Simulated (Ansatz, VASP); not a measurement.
MgS: VASP beside Ansatz

```
Mg S
1.0
     0.02198    2.60152    2.60152
     2.60152    0.02198    2.60152
     2.62350    2.62350    0.00000
Mg S
1 1
Direct
  0.00000 0.00000 0.00000
  0.50000 0.50000 0.50000
```

Change from the starting cell: shear_xy strain +1.7%.

Alike in both runs: task single point; functional HSE06; k mesh 6 × 6 × 6; no spin polarisation.

```csv
,VASP,Ansatz
version,VASP 6.6.1,Ansatz 0.2.0
potentials or method,"VASP PAW PBE potentials, release 64 (Mg, S)","plane waves, PAW"
plane-wave cutoff (eV),520,420
occupations,"gaussian, width 0.01 eV",fixed
valence electrons in the cell,8,16
```

|  | VASP | Ansatz | Ansatz less VASP |
| --- | --- | --- | --- |
| gap on the k mesh at the Fermi level (eV) | 3.66 | 3.71 | +0.052 |
| pressure (GPa) | -0.7 | -0.4 | +0.32 |
| traceless stress, the component that is largest in VASP (GPa) | -0.98 | -0.98 | -0.001 |

VASP's potentials hold 8 valence electrons a cell and Ansatz's 16, so a difference there can come from the potentials and not from the codes. Ansatz's warnings: stress exchange threshold loose, stress scf threshold loose.
